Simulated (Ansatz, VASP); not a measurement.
One calculation of Zr3S2, two programs

```
Zr S
1.0
     2.86457    1.65386    3.52057
    -2.86457    1.65386    3.52057
     0.00000   -3.30772    3.52057
Zr S
3 2
Direct
  0.16184 0.83816 0.50000
  0.50000 0.16184 0.83816
  0.83816 0.50000 0.16184
  0.33496 0.33496 0.33496
  0.66504 0.66504 0.66504
```

Change from the starting cell: strain +0.000 along x and y, +0.025 along z, atoms carried along.

Alike in both runs: task single point; functional PBEsol; k mesh 12 × 12 × 12; occupations gaussian, width 0.15 eV; no spin polarisation.

|  | VASP | Ansatz |
| --- | --- | --- |
| version | VASP 6.6.1 | Ansatz 0.2.0 |
| potentials or method | VASP PAW PBE potentials, release 64 (Zr_sv, S), cutoff 520 eV | scalar-relativistic, plane waves, PAW |
| valence electrons in the cell | 48 | 48 |

Ansatz gave:

| Item | Value |
| --- | --- |
| gap on the k mesh at the Fermi level (eV) | none |
| pressure (GPa) | -3.2 |
| traceless stress, the component that is largest in VASP (GPa) | -1.88 |
| rms of the force components (eV/Å) | 0.015 |

Problem. What did VASP give for the same quantities?

Solution. gap on the k mesh at the Fermi level (eV): none; pressure (GPa): -3.1; traceless stress, the component that is largest in VASP (GPa): -1.81; rms of the force components (eV/Å): 0.012.

VASP's potentials were made for PBE, not for PBEsol. Atom by atom the forces differ by 0.003 eV/Å (rms over components). A gap of «none» marks a metal or a gap that the smearing closes.
